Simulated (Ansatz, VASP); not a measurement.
# One calculation of PbO, two programs

```xyz
4
Lattice="3.9744 0.0000 0.0000 0.0000 3.9744 0.0000 0.0000 0.0000 5.1224" Properties=species:S:1:pos:R:3 pbc="T T T"
Pb    0.0000    1.9872    1.2043
Pb    1.9872    0.0000    3.9182
O     0.0000    0.0000    0.0000
O     1.9872    1.9872    0.0000
```

Change from the starting cell: zz strain of +2 %, crystal datasets.

Alike in both runs: task electric field gradients; functional LDA; k mesh 7 × 7 × 6; occupations fermi-dirac, width 0.03 eV; no spin polarisation.

```csv
,VASP,Ansatz
version,VASP 6.6.1,Ansatz 0.2.0
potentials or method,"VASP PAW LDA potentials, release 64 (Pb_d, O), cutoff 520 eV","all-electron PAW with datasets made for the crystal, scalar-relativistic"
```

|  | VASP | Ansatz | Ansatz less VASP |
| --- | --- | --- | --- |
| gap on the k mesh at the Fermi level (eV) | 1.43 | 1.45 | +0.020 |
| pressure (GPa) | -3.0 | -3.2 | -0.17 |
| traceless stress, the component that is largest in VASP (GPa) | -0.14 | -0.15 | -0.009 |
| rms of the force components (eV/Å) | 0.183 | 0.209 | +0.0263 |
| size of Vzz on the site where it differs most (V/Å²) | 232.8 | 221.3 | -11.45 |

LDA's correlation is that of Perdew and Zunger in VASP and of Perdew and Wang (1992) in Ansatz. Atom by atom the forces differ by 0.026 eV/Å (rms over components). Ansatz ran all-electron here, and VASP with PAW potentials.

Neither program's run includes spin-orbit coupling.
